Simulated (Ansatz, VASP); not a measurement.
## One calculation of WC, two programs

INCAR

```
PREC     = Accurate       # precision mode
ENCUT    = 520            # plane-wave cutoff, eV
EDIFF    = 1E-6           # SCF threshold, eV
ISMEAR   = 0              # smearing method
SIGMA    = 0.1            # smearing width, eV
LREAL    = Auto         
LASPH    = T              # aspherical terms in the spheres
NELM     = 100            # most SCF steps
ALGO     = Normal         # electronic algorithm
ISIF     = 2              # what is computed and relaxed
LWAVE    = F              # write WAVECAR
LCHARG   = F              # write CHGCAR
LDIPOL   = T            
IDIPOL   = 3            
DIPOL    = 0.5 0.5 0.500
GGA      = PS             # functional
NBANDS   = 106            # bands
LUSENCCL = F
```

The input KPOINTS:

```
Automatic mesh
0
Gamma
  10 10 1
```

File POSCAR:

```
WC
1.0
    2.1926840000     -2.1926840000      0.0000000000
    2.1926840000      2.1926840000      0.0000000000
    0.0000000000      0.0000000000     34.7341560000
W C
10 10
Direct
    0.0000000000      0.0000000000      0.2159257879
    0.5000000000      0.5000000000      0.2790533906
    0.0000000000      0.0000000000      0.3421809933
    0.5000000000      0.5000000000      0.4053085960
    0.0000000000      0.0000000000      0.4684361987
    0.5000000000      0.5000000000      0.5315638013
    0.0000000000      0.0000000000      0.5946914040
    0.5000000000      0.5000000000      0.6578190067
    0.0000000000      0.0000000000      0.7209466094
    0.5000000000      0.5000000000      0.7840742121
    0.0000000000      0.0000000000      0.2790533906
    0.5000000000      0.5000000000      0.2159257879
    0.0000000000      0.0000000000      0.4053085960
    0.5000000000      0.5000000000      0.3421809933
    0.0000000000      0.0000000000      0.5315638013
    0.5000000000      0.5000000000      0.4684361987
    0.0000000000      0.0000000000      0.6578190067
    0.5000000000      0.5000000000      0.5946914040
    0.0000000000      0.0000000000      0.7840742121
    0.5000000000      0.5000000000      0.7209466094
```

Input for Ansatz:

```yaml
crystal:
  lattice:
    - [2.192684, -2.192684, 0.0]
    - [2.192684, 2.192684, 0.0]
    - [0.0, 0.0, 34.734156]
  atoms:
    - { symbol: W, position: [0.0, 0.0, 0.2159257879] }
    - { symbol: C, position: [0.0, 0.0, 0.2790533906] }
    - { symbol: W, position: [0.5, 0.5, 0.2790533906] }
    - { symbol: C, position: [0.5, 0.5, 0.2159257879] }
    - { symbol: W, position: [0.0, 0.0, 0.3421809933] }
    - { symbol: C, position: [0.0, 0.0, 0.405308596] }
    - { symbol: W, position: [0.5, 0.5, 0.405308596] }
    - { symbol: C, position: [0.5, 0.5, 0.3421809933] }
    - { symbol: W, position: [0.0, 0.0, 0.4684361987] }
    - { symbol: C, position: [0.0, 0.0, 0.5315638013] }
    - { symbol: W, position: [0.5, 0.5, 0.5315638013] }
    - { symbol: C, position: [0.5, 0.5, 0.4684361987] }
    - { symbol: W, position: [0.0, 0.0, 0.594691404] }
    - { symbol: C, position: [0.0, 0.0, 0.6578190067] }
    - { symbol: W, position: [0.5, 0.5, 0.6578190067] }
    - { symbol: C, position: [0.5, 0.5, 0.594691404] }
    - { symbol: W, position: [0.0, 0.0, 0.7209466094] }
    - { symbol: C, position: [0.0, 0.0, 0.7840742121] }
    - { symbol: W, position: [0.5, 0.5, 0.7840742121] }
    - { symbol: C, position: [0.5, 0.5, 0.7209466094] }
hamiltonian:
  xc: pbesol
  pseudopotentials: { kind: paw }
kpoints:
  mp_grid: { grid: [10, 10, 1] }
scf:
  occupations: { method: gaussian, width: 0.1 }
  convergence: { dr2_threshold: 1.0e-07 }
basis:
  ecutwfc: 425
output:
  forces: true
efield:
  axis: 3
  dipole_correction: true
  ramp_width: 0.04
```

Alike in both runs: task single point; functional PBEsol; k mesh 10 × 10 × 1; occupations gaussian, width 0.1 eV; no spin polarisation.

|  | VASP | Ansatz |
| --- | --- | --- |
| version | VASP 6.6.1 | Ansatz 0.2.0 |
| potentials or method | VASP PAW PBE potentials, release 64 (W_sv, C), cutoff 520 eV | scalar-relativistic, plane waves, PAW |
| valence electrons in the cell | 180 | 180 |

```tsv
	VASP	Ansatz	Ansatz less VASP
rms of the force components (eV/Å)	0.731	0.734	+0.0029
```

VASP's potentials were made for PBE, not for PBEsol. The functional is the same, so the differences come from potentials, cutoffs and numerics.

Spin-orbit coupling is off throughout.
